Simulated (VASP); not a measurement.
Si: single point with PBE

The system is Si.

```
CELL_PARAMETERS angstrom
5.43100 0.00000 0.00000
0.00000 5.43100 0.00000
0.00000 0.00000 5.43100
ATOMIC_POSITIONS crystal
Si 0.00737 0.00442 0.00331
Si 0.25000 0.25000 0.25000
Si 0.00000 0.50000 0.50000
Si 0.25000 0.75000 0.75000
Si 0.50000 0.00000 0.50000
Si 0.75000 0.25000 0.75000
Si 0.50000 0.50000 0.00000
Si 0.75000 0.75000 0.25000
```

```
Program                : VASP 6.6.1
Task                   : single point
Functional             : PBE
Potentials or basis    : VASP PAW PBE potentials, release 64 (Si)
Cutoff                 : 520 eV
k mesh                 : 1 × 1 × 1, shifted
Occupations            : gaussian, width 0.01 eV
Spin                   : no spin polarisation
Dipole correction      : no
Further INCAR settings : ALGO = Normal; EDIFF = 1e-06; NBANDS = 26; ISYM = 0
```

```yaml
Pressure: 8.7 GPa
Largest_force: 0.759 eV/Å
Band_gap_on_the_k_mesh: 2.62 eV
```

Forces on the atoms (eV/Å):
```
Si  -0.594 -0.371 -0.292
Si   0.256  0.214  0.199
Si  -0.141  0.010  0.007
Si   0.105  0.071  0.055
Si   0.018 -0.084  0.007
Si   0.161  0.017  0.101
Si   0.018  0.010 -0.063
Si   0.177  0.133 -0.014
```

Stress tensor (GPa, compression positive):
```
8.66 0.22 0.28
0.22 8.67 0.45
0.28 0.45 8.67
```

Levels at points of the mesh, in eV from the valence-band top:
```
           k point  band 12  band 13  band 14  band 15  band 16  band 17  band 18  band 19  band 20  band 21
(0.50, 0.50, 0.50)    -0.09    -0.08    -0.07    -0.04     0.00     2.62     2.62     2.63     2.64     4.28
```

Wall time 18 s on 1 thread of AMD EPYC 7R13 (shared host), peak memory 0.22 GiB.

Caveat: the k points lie up to 1.16 Å⁻¹ apart. A k mesh can miss the band edges.
